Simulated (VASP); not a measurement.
Input of a VASP 6.6.1 run:

The input INCAR:

```
  ALGO = Normal
  EDIFF = 1E-6
  ENCUT = 520
  GGA = PS
  ISIF = 2
  ISMEAR = 0
  LASPH = True
  LCHARG = False
  LREAL = False
  LWAVE = False
  NBANDS = 21
  NELM = 60
  PREC = Accurate
  SIGMA = 0.15
```

The input KPOINTS:

```
k-points
0
Gamma
  18 18 10
```

File POSCAR:

```
Ru
1.0
    2.5014000000      0.0000000000      0.0000000000
   -1.2507000000      2.1662759450      0.0000000000
    0.0000000000      0.0000000000      4.6606000000
Ru
2
Direct
    0.3333333333      0.6666666667      0.2500000000
    0.6666666667      0.3333333333      0.7500000000
```

Potentials or basis: VASP PAW PBE potentials, release 64 (Ru_pv).

Run with:

```sh
$ cat potpaw_PBE.64/Ru_pv/POTCAR > POTCAR
$ mpirun -np 1 vasp_std > vasp.out
```

Question: What does it give for the pressure?

Answer: 31.9 GPa.

Question: Estimate the band gap on the k mesh.

Answer: Zero (band 14 reaches 15.61 eV, above the bottom of band 15 at 12.89 eV).

Stress tensor (GPa, compression positive):
```
 62.81   0.00   0.00
  0.00  62.81   0.00
  0.00   0.00 -29.96
```

Caveat: the PAW data sets were made with another functional, which shifts forces and pressure a little.
